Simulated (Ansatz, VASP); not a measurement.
# TiO: VASP beside Ansatz

The input INCAR:

```
SYSTEM = TiO
PREC = Accurate
ENCUT = 520
EDIFF = 1E-6
ISMEAR = 0
SIGMA = 0.1
LREAL = .FALSE.
LASPH = .TRUE.
NELM = 100
ALGO = Normal
ISIF = 2
LWAVE = .FALSE.
LCHARG = .FALSE.
GGA = PS
NBANDS = 36
```

Contents of KPOINTS:

```
Automatic mesh
0
G
  12 12 12
  0 0 0
```

The input POSCAR:

```
TiO
1.0
    4.9890877720      0.0000000000      0.0000000000
   -2.4945438860      4.3206767523      0.0000000000
    0.0000000000      0.0000000000      2.8733134400
Ti O
3 3
Direct
    0.6666666667      0.3333333333      0.5000000000
    0.3333333333      0.6666666667      0.5000000000
    0.0000000000      0.0000000000      0.0000000000
    0.6055592400      0.6055592400      0.0000000000
    0.3944407600      0.0000000000      0.0000000000
    0.0000000000      0.3944407600      0.0000000000
```

Input for Ansatz:

```yaml
crystal:
  lattice:
    - [4.989087772, 0.0, 0.0]
    - [-2.494543886, 4.3206767523, 0.0]
    - [0.0, 0.0, 2.87331344]
  atoms:
    - { symbol: Ti, position: [0.6666666667, 0.3333333333, 0.5] }
    - { symbol: Ti, position: [0.3333333333, 0.6666666667, 0.5] }
    - { symbol: Ti, position: [0.0, 0.0, 0.0] }
    - { symbol: O, position: [0.60555924, 0.60555924, 0.0] }
    - { symbol: O, position: [0.39444076, 0.0, 0.0] }
    - { symbol: O, position: [0.0, 0.39444076, 0.0] }
basis:
  ecutwfc: 460
kpoints:
  mp_grid: { grid: [12, 12, 12] }
hamiltonian:
  xc: pbesol
scf:
  occupations: { method: gaussian, width: 0.1 }
output:
  forces: true
  stress: true
  eigenvalues: true
```

Alike in both runs: task single point; functional PBEsol; k mesh 12 × 12 × 12; occupations gaussian, width 0.1 eV; no spin polarisation.

```csv
,VASP,Ansatz
version,VASP 6.6.1,Ansatz 0.2.0
potentials or method,"VASP PAW PBE potentials, release 64 (Ti_sv, O), cutoff 520 eV","scalar-relativistic, plane waves, PAW"
valence electrons in the cell,54,54
```

```csv
,VASP,Ansatz,Ansatz less VASP
gap on the k mesh at the Fermi level (eV),none,none,-
pressure (GPa),-5.0,-5.8,-0.72
"traceless stress, the component that is largest in VASP (GPa)",-1.37,-1.31,+0.065
rms of the force components (eV/Å),0.007,0.012,+0.0043
```

VASP's potentials were made for PBE, not for PBEsol. Atom by atom the forces differ by 0.004 eV/Å (rms over components). A gap of «none» marks a metal or a gap that the smearing closes.
